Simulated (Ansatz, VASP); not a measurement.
# KAlAs3 in VASP and in Ansatz

```xyz
5
Lattice="5.0042 0.0000 0.0000 0.0000 5.0042 0.0000 0.0000 0.0000 5.0042" Properties=species:S:1:pos:R:3 pbc="T T T"
K     0.0000    0.0000    0.0000
Al    2.5021    2.5021    2.5021
As    0.0000    2.5021    2.5021
As    2.5021    0.0000    2.5021
As    2.5021    2.5021    0.0000
```

Alike in both runs: task relaxation of cell and atoms; functional PBE; k mesh 8 × 8 × 8; occupations gaussian, width 0.1 eV; no spin polarisation.

|  | VASP | Ansatz |
| --- | --- | --- |
| version | VASP 6.6.1 | Ansatz 0.2.0 |
| potentials or method | VASP PAW PBE potentials, release 64 (K_sv, Al, As), cutoff 600 eV | scalar-relativistic, plane waves, PAW |
| valence electrons in the cell | 27 | 57 |

|  | VASP | Ansatz | Ansatz less VASP |
| --- | --- | --- | --- |
| gap on the k mesh at the Fermi level, each at its own relaxed structure (eV) | none | none | - |
| relaxed volume (Å³/atom) | 25.38 | 25.32 | -0.058 |
| relaxed cell length with the largest relative difference (Å) | 5.025 | 5.021 | -0.0039 |

A gap of «none» marks a metal or a gap that the smearing closes. VASP's potentials hold 27 valence electrons a cell and Ansatz's 57, so a difference there can come from the potentials and not from the codes.
